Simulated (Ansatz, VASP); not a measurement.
**Two plane-wave programs on InGe2O2**

```
In Ge O
1.0
     4.70061    0.00000    0.00000
     0.00000    4.70061    0.00000
     0.00000    0.00000    8.57069
In Ge O
2 4 4
Direct
  0.00000 0.00000 0.50000
  0.50000 0.50000 0.50000
  0.00000 0.00000 0.00000
  0.50000 0.50000 0.00000
  0.00000 0.50000 0.00000
  0.50000 0.00000 0.00000
  0.28491 0.78491 0.00000
  0.71509 0.21509 0.00000
  0.78491 0.71509 0.00000
  0.21509 0.28491 0.00000
```

Alike in both runs: task relaxation of cell and atoms; functional PBE; k mesh 4 × 4 × 2; occupations gaussian, width 0.1 eV; no spin polarisation.

|  | VASP | Ansatz |
| --- | --- | --- |
| version | VASP 6.6.1 | Ansatz 0.2.0 |
| potentials or method | VASP PAW PBE potentials, release 64 (In_d, Ge_d, O), cutoff 600 eV | scalar-relativistic, plane waves, PAW |
| valence electrons in the cell | 106 | 106 |

```tsv
	VASP	Ansatz	Ansatz less VASP
gap on the k mesh at the Fermi level, each at its own relaxed structure (eV)	none	none	-
relaxed volume (Å³/atom)	20.93	21.56	+0.631
relaxed length of the cell vector where the two differ most in proportion (Å)	6.122	6.213	+0.0904
```

A gap of «none» marks a metal or a gap that the smearing closes.

The k mesh is coarse, so the values compare programs but aren't converged.
